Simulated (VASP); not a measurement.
BaTiO3, 5 atoms in the cell. It takes space group R3m (No. 160, trigonal). The conventional cell has a = 5.673 Å, b = 5.673 Å, c = 6.982 Å, α = 90.00°, β = 90.00°, γ = 120.00°. Ba (site symmetry 3m) has 12 O at 2.77 to 2.92 Å and 8 Ti at 3.40 to 3.58 Å within 3.7 Å. Ti (site symmetry 3m) has 6 O at 1.88 to 2.15 Å within 2.5 Å. Within 2.5 Å of O (site symmetry m) lie 2 Ti at 1.88 to 2.15 Å. 

| Property | Result |
| --- | --- |
| Program | VASP 6.6.1 |
| Task | single point |
| Functional | PBE |
| Dispersion | D3(BJ) |
| Potentials or basis | VASP PAW PBE potentials, release 64 (Ba_sv, Ti_sv, O) |
| Cutoff | 520 eV |
| k mesh | 7 × 7 × 7 |
| Occupations | fermi-dirac, width 0.05 eV |
| Spin | no spin polarisation |
| Dipole correction | no |
| Further INCAR settings | ALGO = Normal; EDIFF = 1e-06; NBANDS = 28 |

Potentials or basis: VASP PAW PBE potentials, release 64 (Ba_sv, Ti_sv, O).

The run is started by

```bash
$ cat potpaw_PBE.64/Ba_sv/POTCAR potpaw_PBE.64/Ti_sv/POTCAR potpaw_PBE.64/O/POTCAR > POTCAR
$ mpirun -np 1 vasp_std > vasp.out
```

Hardware: 1 thread of Intel(R) Xeon(R) Platinum 8259CL CPU @ 2.50GHz (Skylake/Cascade Lake), on a shared host.

Problem. Estimate the wall time of this run.

Solution. It took 98 s on 1 thread of Intel(R) Xeon(R) Platinum 8259CL CPU @ 2.50GHz (Skylake/Cascade Lake), on a shared host, peak memory 0.23 GiB. Counts: scf iterations 15, k points 44.
